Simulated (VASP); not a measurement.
# W (Fmmm) in VASP: notebook

W is run at these levels: PBEsol; tasks: single point.

Program: VASP 6.6.1. These are calculated values, not measurements. Logs are shortened: lines on timing, memory, paths and dates and some standing lists are left out, and cuts for length are marked.

## 1. The cell of the first run

Symmetry: Fmmm, No. 69, orthorhombic system. The conventional cell has a = 3.195 Å, b = 4.348 Å, c = 4.687 Å, α = 90.00°, β = 90.00°, γ = 90.00°. W (site symmetry mmm) has 14 W at 2.70 to 3.20 Å within 3.6 Å.

## 2. Single point, PBEsol (strain +0.0750 x Voigt [0, 0, 0, 0, 1, 0])

File INCAR:

```
PREC = Accurate
ENCUT = 520
EDIFF = 1E-6
ISMEAR = 0
SIGMA = 0.15
LREAL = False
LASPH = True
NELM = 100
ALGO = Fast
ISIF = 2
LWAVE = False
LCHARG = False
GGA = PS
NBANDS = 13
```

File KPOINTS:

```
regular mesh
0
Gamma
  20 20 20
```

File POSCAR:

```
W
1.0
   -1.5374012500      1.5973000000      1.5374012500
    1.6571987500     -1.5973000000      1.6571987500
    1.5374012500      1.5973000000     -1.5374012500
W
1
Direct
    0.0000000000      0.0000000000      0.0000000000
```

Potentials or basis: VASP PAW PBE potentials, release 64 (W_sv).

Command:

```
$ cat potpaw_PBE.64/W_sv/POTCAR > POTCAR
$ mpirun -np 1 vasp_std > vasp.out
```

OUTCAR:

```text
PREC = Accurate
   ENCUT = 520
   EDIFF = 1E-6
   ISMEAR = 0
   LREAL = False
   LASPH = True
   NELM = 100
   ISIF = 2
   GGA = PS

 ion  position               nearest neighbor table
   1  0.000  0.000  0.000-

  LATTYP: Found a face centered orthorhombic cell.
 ALAT       =     3.1946000000
 B/A-ratio  =     1.3611805538
 C/A-ratio  =     1.4672465710

  Lattice vectors:

 A1 = (  -0.1197975000,   0.0000000000,  -3.1946000000)
 A2 = (  -1.6571987500,   1.5973000000,  -1.6571987500)
 A3 = (   1.5374012500,   1.5973000000,  -1.5374012500)

Analysis of symmetry for initial positions (statically):
=====================================================================
 Subroutine PRICEL returns:
 Original cell was already a primitive cell.

 Routine SETGRP: Setting up the symmetry group for a
 face centered orthorhombic supercell.

 Subroutine GETGRP returns: Found  8 space group operations
 (whereof  8 operations were pure point group operations)
 out of a pool of  8 trial point group operations.

The static configuration has the point symmetry D_2h.

Analysis of symmetry for dynamics (positions and initial velocities):
=====================================================================
 Subroutine PRICEL returns:
 Original cell was already a primitive cell.

 Routine SETGRP: Setting up the symmetry group for a
 face centered orthorhombic supercell.

 Subroutine GETGRP returns: Found  8 space group operations
 (whereof  8 operations were pure point group operations)
 out of a pool of  8 trial point group operations.

The dynamic configuration has the point symmetry D_2h.

 Subroutine INISYM returns: Found  8 space group operations
 (whereof  8 operations are pure point group operations),
 and found     1 'primitive' translations

----------------------------------------------------------------------------------------

                                     Primitive cell

  volume of cell :      16.2783

  direct lattice vectors                    reciprocal lattice vectors
    -1.537401250  1.597300000  1.537401250    -0.011755089  0.313028235  0.313469051
     1.657198750 -1.597300000  1.657198750     0.301713962  0.000000000  0.301713962
     1.537401250  1.597300000 -1.537401250     0.313469051  0.313028235 -0.011755089

  length of vectors
     2.697882966  2.836191581  2.697882966     0.443156523  0.426687976  0.443156523

  position of ions in fractional coordinates (direct lattice)
     0.000000000  0.000000000  0.000000000

  ion indices of the primitive-cell ions
   primitive index   ion index
                 1           1

----------------------------------------------------------------------------------------

 KPOINTS: regular mesh

Automatic generation of k-mesh.
 Grid dimensions read from file:
 generate k-points for:   20   20   20

 Generating k-lattice:

  Cartesian coordinates                     Fractional coordinates (reciprocal lattice)
    -0.000587754  0.015651412  0.015673453     0.050000000  0.000000000  0.000000000
     0.015085698  0.000000000  0.015085698     0.000000000  0.050000000  0.000000000
     0.015673453  0.015651412 -0.000587754    -0.000000000 -0.000000000  0.050000000

  Length of vectors
     0.022157826  0.021334399  0.022157826

  Shift w.r.t. Gamma in fractional coordinates (k-lattice)
     0.000000000  0.000000000  0.000000000

 Subroutine IBZKPT returns following result:
 ===========================================

 Found   1166 irreducible k-points:

 Following reciprocal coordinates:
            Coordinates               Weight
  0.000000  0.000000  0.000000      1.000000
  0.050000 -0.000000  0.000000      8.000000
  0.100000 -0.000000  0.000000      8.000000
  0.150000 -0.000000  0.000000      8.000000
  0.200000 -0.000000  0.000000      8.000000
  0.250000 -0.000000  0.000000      8.000000
[... 16 lines left out ...]
 -0.450000  0.050000 -0.000000      8.000000
 -0.400000  0.050000 -0.000000      8.000000
 [... further k-points ...]
   k-points           NKPTS =   1166   k-points in BZ     NKDIM =   1166   number of bands    NBANDS=     13
   number of dos      NEDOS =    301   number of ions     NIONS =      1
   total plane-waves  NPLWV =   9600
   dimension x,y,z NGX =    20 NGY =   24 NGZ =   20
   dimension x,y,z NGXF=    40 NGYF=   48 NGZF=   40
   ions per type =               1
   NGX,Y,Z   is equivalent  to a cutoff of  12.32, 14.07, 12.32 a.u.
   NGXF,Y,Z  is equivalent  to a cutoff of  24.65, 28.14, 24.65 a.u.
 SYSTEM =  unknown system
   PREC   = accura    normal or accurate (medium, high low for compatibility)
   ISTART =      0    job   : 0-new  1-cont  2-samecut
   ICHARG =      2    charge: 1-file 2-atom 10-const
   ISPIN  =      1    spin polarized calculation?
   LNONCOLLINEAR =      F non collinear calculations
   LSORBIT =      F    spin-orbit coupling
   LASPH  =      T    aspherical Exc in radial PAW
   ENCUT  =  520.0 eV  38.22 Ry    6.18 a.u.   5.02  5.27  5.02*2*pi/ulx,y,z
   NELM   =    100;   NELMIN=  2; NELMDL= -5     # of ELM steps
   EDIFF  = 0.1E-05   stopping-criterion for ELM
   LREAL  =      F    real-space projection
   EDIFFG = 0.1E-04   stopping-criterion for IOM
   NSW    =      0    number of steps for IOM
   IBRION =     -1    ionic relax: 0-MD 1-quasi-New 2-CG
   NFREE  =      0    steps in history (QN), initial steepest desc. (CG)
   ISIF   =      2    stress and relaxation
   ISYM   =      2    0-nonsym 1-usesym 2-fastsym
   POTIM  = 0.5000    time-step for ionic-motion
   TEBEG  =    0.0;   TEEND  =   0.0 temperature during run
   PSTRESS=    0.0 pullay stress
   NELECT =      14.0000    total number of electrons
   NUPDOWN=      -1.0000    fix difference up-down
   EMIN   =  10.00;   EMAX   =-10.00  energy-range for DOS
   EFERMI =   0.00;   METHOD = LEGACY
   ISMEAR =     0;   SIGMA  =   0.15  broadening in eV -4-tet -1-fermi 0-gaus
   EFERMI_NEDOS =   21; number of points for ismear=-14 and -15
   IALGO  =     68    algorithm
   IMIX   =      4    mixing-type and parameters
     AMIX     =   0.40;   BMIX     =  1.00
     AMIX_MAG =   1.60;   BMIX_MAG =  1.00
  volume/ion in A,a.u.               =      16.28       109.85
  Fermi-wavevector in a.u.,A,eV,Ry     =   1.556855  2.942029 32.977753  2.423796
  Thomas-Fermi vector in A             =   2.660590
   LORBIT       =      0    0 simple, 1 ext, 2 COOP (PROOUT), +10 PAW based schemes
   GGA     = PS    functional components
   LHFCALC =     F    Hartree Fock is set to
   AEXX    =    0.0000 exact exchange contribution
   IVDW    =     0    specifies the selected vdW correction
   LEPSILON=     F    determine dielectric tensor
   LRPA    =     F    only Hartree local field effects (RPA)
 non-spin polarized calculation
 RMM-DIIS sequential band-by-band and
 Gauss-broadening in eV      SIGMA  =   0.15
  energy-cutoff  :      520.00
  volume of cell :       16.28
 maximum number of plane-waves:       452
   NGX =  9   NGY = 11   NGZ =  9

 number of electron      14.0000000 magnetization

 Free energy of the ion-electron system (eV)
  ---------------------------------------------------
  ext. energy  EPLUGINS =         0.00000000
  ---------------------------------------------------
  free energy    TOTEN  =       -13.75266270 eV

  energy without entropy =      -13.74836794  energy(sigma->0) =      -13.75051532

 E-fermi :  10.9269     XC(G=0): -13.6071

 val. band max:       10.9226328101   @ k =   0.0000   0.5000   0.0000
 cond. band min:      10.9373303654   @ k =   0.2000  -0.1500   0.0500
 fundamental gap:      0.0146975553
 Fermi energy:        10.9269010057

 k-point     1 :       0.0000    0.0000    0.0000
  band No.  band energies     occupation
      1     -63.2891      2.00000
      2     -26.9949      2.00000
      3     -26.8664      2.00000
      4     -26.7677      2.00000
      5       1.3966      2.00000
      6       9.0612      2.00000
      7       9.5358      2.00000
      8      10.3431      2.00000
      9      13.0985      0.00000
     10      13.2850      0.00000
     11      24.7096      0.00000
     12      25.4117      0.00000
     13      26.0816      0.00000

 k-point     2 :       0.0500   -0.0000    0.0000
  band No.  band energies     occupation
      1     -63.2861      2.00000
      2     -27.0053      2.00000
      3     -26.8839      2.00000
      4     -26.7817      2.00000
      5       1.5149      2.00000
      6       9.0753      2.00000
      7       9.5620      2.00000
      8      10.3323      2.00000
      9      13.0015      0.00000
     10      13.2584      0.00000
     11      24.9035      0.00000
     12      25.6145      0.00000
     13      26.2772      0.00000

 k-point     3 :       0.1000   -0.0000    0.0000
  band No.  band energies     occupation
      1     -63.2774      2.00000
      2     -27.0460      2.00000
      3     -26.9398      2.00000
      4     -26.8058      2.00000
      5       1.8594      2.00000
      6       9.0486      2.00000
      7       9.6147      2.00000
      8      10.3847      2.00000
      9      12.7529      0.00000
     10      13.2287      0.00000
     11      25.3448      0.00000
     12      26.2221      0.00000
     13      26.8382      0.00000
[... 305 lines left out ...]
 k-point    23 :      -0.4500    0.0500   -0.0000
  band No.  band energies     occupation
      1     -63.1704      2.00000
      2     -28.0387      2.00000
      3     -27.2718      2.00000
      4     -26.8531      2.00000
      5       4.8881      2.00000
      6       7.5128      2.00000
      7      10.5615      1.99943
      8      13.0714      0.00000
      9      13.8561      0.00000
     10      16.2435      0.00000
     11      22.2885      0.00000
     12      22.8318      0.00000
     13      28.3317      0.00000

 k-point    24 :      -0.4000    0.0500   -0.0000
  band No.  band energies     occupation
      1     -63.1811      2.00000
      2     -27.9426      2.00000
      3     -27.2373      2.00000
      4     -26.8509      2.00000
      5       4.8513      2.00000
      6       7.6778      2.00000
      7       9.7886      2.00000
      8      13.0060      0.00000
      9      13.6625      0.00000
     10      15.3053      0.00000
     11      23.2264      0.00000
     12      23.6968      0.00000
     13      29.7895      0.00000

 [... further k-points ...]
[... 5 lines left out ...]
  --------------------------------------------------------------------------------------
  -------------------------------------------------------------------------------------
  Total       -0.9938017     -0.9344080     -0.9938017      0.0000000      0.0000000     -1.0549483
  in kB      -97.8142257    -91.9684371    -97.8142257      0.0000000      0.0000000   -103.8325358
  external PRESSURE =     -95.8656295 kB  Pullay stress =       0.0000000 kB

 VOLUME and BASIS-vectors are now :
 -----------------------------------------------------------------------------
  energy-cutoff  :      520.00
  volume of cell :       16.28
      direct lattice vectors                 reciprocal lattice vectors
    -1.537401250  1.597300000  1.537401250    -0.011755089  0.313028235  0.313469051
     1.657198750 -1.597300000  1.657198750     0.301713962  0.000000000  0.301713962
     1.537401250  1.597300000 -1.537401250     0.313469051  0.313028235 -0.011755089

 POSITION                                       TOTAL-FORCE (eV/Angst)
 -----------------------------------------------------------------------------------
      0.00000      0.00000      0.00000        -0.000000      0.000000      0.000000
 -----------------------------------------------------------------------------------
    total drift:                                0.000000     -0.000000      0.000000

  FREE ENERGIE OF THE ION-ELECTRON SYSTEM (eV)
  ---------------------------------------------------
  free  energy   TOTEN  =       -13.7526627004 eV

  energy  without entropy=      -13.7483679425  energy(sigma->0) =      -13.75051532
```

Run time: 88 s. Hardware: 1 thread of AMD EPYC 9R45 (Zen 5), shared host; peak memory 0.29 GiB.

Results:

* Free energy: -13.7527 eV
* Pressure: -9.6 GPa
* Band gap on the k mesh: zero (band 7 reaches 15.10 eV, above the bottom of band 8 at 9.96 eV)

Stress tensor (GPa, compression positive):
```
 -9.78   0.00 -10.38
  0.00  -9.20   0.00
-10.38   0.00  -9.78
```

Levels at points of the mesh, in eV from the Fermi level:
```
           k point  band 5  band 6  band 7  band 8  band 9  band 10
(0.00, 0.00, 0.00)   -9.53   -1.87   -1.39   -0.58    2.17     2.36
(0.50, 0.00, 0.00)   -6.14   -3.51    0.59    2.07    2.95     5.76
(0.00, 0.50, 0.00)   -6.25   -3.70    0.00    2.57    3.53     5.44
(0.50, 0.00, 0.50)   -6.10   -3.31    1.22    1.60    2.34     6.46
(0.50, 0.50, 0.50)   -5.71   -5.64    4.15    4.85    5.79     7.65
```

Caveat: the cell differs from its parent crystal (strain +0.0750 x Voigt [0, 0, 0, 0, 1, 0]); the PAW data sets were made with another functional, which shifts forces and pressure a little; spin-orbit coupling is left out, which moves the levels of the heavy elements.

## 3. Single point, PBEsol (strain -0.0500 x Voigt [0, 0, 0, 0, 1, 0])

File INCAR:

```
SYSTEM = W
PREC     = Accurate       ! precision mode
ENCUT    = 520            ! plane-wave cutoff, eV
EDIFF    = 1E-6           ! SCF threshold, eV
ISMEAR   = 0              ! smearing method
SIGMA    = 0.15           ! smearing width, eV
LREAL    = .False.        ! projectors in reciprocal space
LASPH    = .True.         ! aspherical terms in the spheres
NELM     = 100            ! most SCF steps
ALGO     = Fast           ! electronic algorithm
ISIF     = 2              ! what is computed and relaxed
LWAVE    = .False.        ! write WAVECAR
LCHARG   = .False.        ! write CHGCAR
GGA      = PS             ! functional
NBANDS   = 13             ! bands
```

File KPOINTS:

```
Automatic mesh
0
Gamma
  20 20 20
  0 0 0
```

File POSCAR:

```
W
1.0
   -1.6372325000      1.5973000000      1.6372325000
    1.5573675000     -1.5973000000      1.5573675000
    1.6372325000      1.5973000000     -1.6372325000
W
1
Direct
    0.0000000000      0.0000000000      0.0000000000
```

Potentials or basis: VASP PAW PBE potentials, release 64 (W_sv).

Command:

```
$ cat potpaw_PBE.64/W_sv/POTCAR > POTCAR
$ mpirun -np 1 vasp_std > vasp.out
```

OUTCAR:

```text
SYSTEM = W
   PREC = Accurate
   ENCUT = 520
   EDIFF = 1E-6
   ISMEAR = 0
   LREAL = .False.
   LASPH = .True.
   NELM = 100
   ISIF = 2
   GGA = PS

 ion  position               nearest neighbor table
   1  0.000  0.000  0.000-

  LATTYP: Found a face centered orthorhombic cell.
 ALAT       =     3.1946000000
 B/A-ratio  =     1.3788582233
 C/A-ratio  =     1.4495689014

  Lattice vectors:

 A1 = (   3.1946000000,   0.0000000000,  -0.0798650000)
 A2 = (   1.6372325000,   1.5973000000,  -1.6372325000)
 A3 = (   1.5573675000,   1.5973000000,   1.5573675000)

Analysis of symmetry for initial positions (statically):
=====================================================================
 Subroutine PRICEL returns:
 Original cell was already a primitive cell.

 Routine SETGRP: Setting up the symmetry group for a
 face centered orthorhombic supercell.

 Subroutine GETGRP returns: Found  8 space group operations
 (whereof  8 operations were pure point group operations)
 out of a pool of  8 trial point group operations.

The static configuration has the point symmetry D_2h.

[... 163 lines left out ...]
 cond. band min:      10.9150136077   @ k =   0.0500   0.1500   0.0000
 fundamental gap:      0.0085265063
 Fermi energy:        10.9149471397

 k-point     1 :       0.0000    0.0000    0.0000
  band No.  band energies     occupation
      1     -63.3028      2.00000
      2     -26.9725      2.00000
      3     -26.8906      2.00000
      4     -26.8225      2.00000
      5       1.3866      2.00000
      6       9.2648      2.00000
      7       9.6160      2.00000
      8      10.1202      2.00000
      9      13.0673      0.00000
     10      13.1525      0.00000
     11      24.9165      0.00000
     12      25.3794      0.00000
     13      25.8273      0.00000
[... 354 lines left out ...]
  band No.  band energies     occupation
      1     -63.1995      2.00000
      2     -27.9058      2.00000
      3     -27.2457      2.00000
      4     -26.9053      2.00000
      5       4.8279      2.00000
      6       7.7199      2.00000
      7       9.8497      2.00000
      8      12.8724      0.00000
      9      13.7039      0.00000
     10      15.1810      0.00000
     11      23.2297      0.00000
     12      23.6419      0.00000
     13      29.5618      0.00000

 [... further k-points ...]
[... 5 lines left out ...]
  --------------------------------------------------------------------------------------
  -------------------------------------------------------------------------------------
  Total       -1.0642245     -1.0352123     -1.0642245     -0.0000000      0.0000000      0.6999265
  in kB     -104.6636546   -101.8103792   -104.6636546     -0.0000000      0.0000000     68.8359123
  external PRESSURE =    -103.7125628 kB  Pullay stress =       0.0000000 kB

 VOLUME and BASIS-vectors are now :
 -----------------------------------------------------------------------------
  energy-cutoff  :      520.00
  volume of cell :       16.29
      direct lattice vectors                 reciprocal lattice vectors
    -1.637232500  1.597300000  1.637232500     0.007830600  0.313028235  0.313224000
     1.557367500 -1.597300000  1.557367500     0.321054600  0.000000000  0.321054600
     1.637232500  1.597300000 -1.637232500     0.313224000  0.313028235  0.007830600

 POSITION                                       TOTAL-FORCE (eV/Angst)
 -----------------------------------------------------------------------------------
      0.00000      0.00000      0.00000         0.000000     -0.000000      0.000000
 -----------------------------------------------------------------------------------
    total drift:                               -0.000000     -0.000000      0.000000

  FREE ENERGIE OF THE ION-ELECTRON SYSTEM (eV)
  ---------------------------------------------------
  free  energy   TOTEN  =       -13.7737952223 eV

  energy  without entropy=      -13.7698055127  energy(sigma->0) =      -13.77180037
```

OSZICAR:

```text
N       E                     dE             d eps       ncg     rms          rms(c)
DAV:   1     0.844370239070E+02    0.84437E+02   -0.74419E+03 30445   0.122E+03
DAV:   2    -0.128203607067E+02   -0.97257E+02   -0.93489E+02 34146   0.317E+02
DAV:   3    -0.144845350252E+02   -0.16642E+01   -0.16581E+01 33271   0.400E+01
DAV:   4    -0.144914274078E+02   -0.68924E-02   -0.68922E-02 33626   0.284E+00
DAV:   5    -0.144914845019E+02   -0.57094E-04   -0.57094E-04 33661   0.245E-01    0.206E+01
RMM:   6    -0.139230730573E+02    0.56841E+00   -0.45429E-01 33074   0.614E+00    0.838E+00
RMM:   7    -0.137779105324E+02    0.14516E+00   -0.31844E-01 33292   0.510E+00    0.927E-01
RMM:   8    -0.137740473840E+02    0.38631E-02   -0.12111E-02 37659   0.121E+00    0.265E-01
RMM:   9    -0.137738044569E+02    0.24293E-03   -0.18780E-03 36631   0.514E-01    0.258E-02
RMM:  10    -0.137738025841E+02    0.18728E-05   -0.27566E-04 38346   0.199E-01    0.107E-02
RMM:  11    -0.137737946496E+02    0.79345E-05   -0.38149E-05 38499   0.742E-02    0.285E-03
RMM:  12    -0.137737952223E+02   -0.57275E-06   -0.86802E-06 34728   0.352E-02
   1 F= -.13773795E+02 E0= -.13771800E+02  d E =-.398971E-02
```

stdout:

```text
POSCAR found type information on POSCAR W
 POSCAR found :  1 types and       1 ions
 scaLAPACK will be used
 -----------------------------------------------------------------------------
|                                                                             |
|                                                                             |
|     You enforced a specific xc type in the INCAR file but a different       |
|     I HOPE YOU KNOW WHAT YOU ARE DOING!                                     |
|                                                                             |
 -----------------------------------------------------------------------------

 LDA part: xc-table for (Slater+PW92), standard interpolation
 POSCAR, INCAR and KPOINTS ok, starting setup
 FFT: planning ... GRIDC
 FFT: planning ... GRID_SOFT
 FFT: planning ... GRID
 WAVECAR not read
 entering main loop
WARNING in EDDRMM: call to ZHEGV failed, returncode =   8  4     11
```

It took 99 s on 1 thread of AMD EPYC 9R45 (Zen 5), shared host; peak memory 0.3 GiB.

What came out:

- Free energy: -13.7738 eV
- Pressure: -10.4 GPa
- Band gap on the k mesh: zero (band 7 reaches 15.33 eV, above the bottom of band 8 at 9.80 eV)

Caveat: the cell differs from its parent crystal (strain -0.0500 x Voigt [0, 0, 0, 0, 1, 0]); the PAW data sets were made with another functional, which shifts forces and pressure a little; spin-orbit coupling is left out, which moves the levels of the heavy elements.

(Part 1 of 2 ends here.)
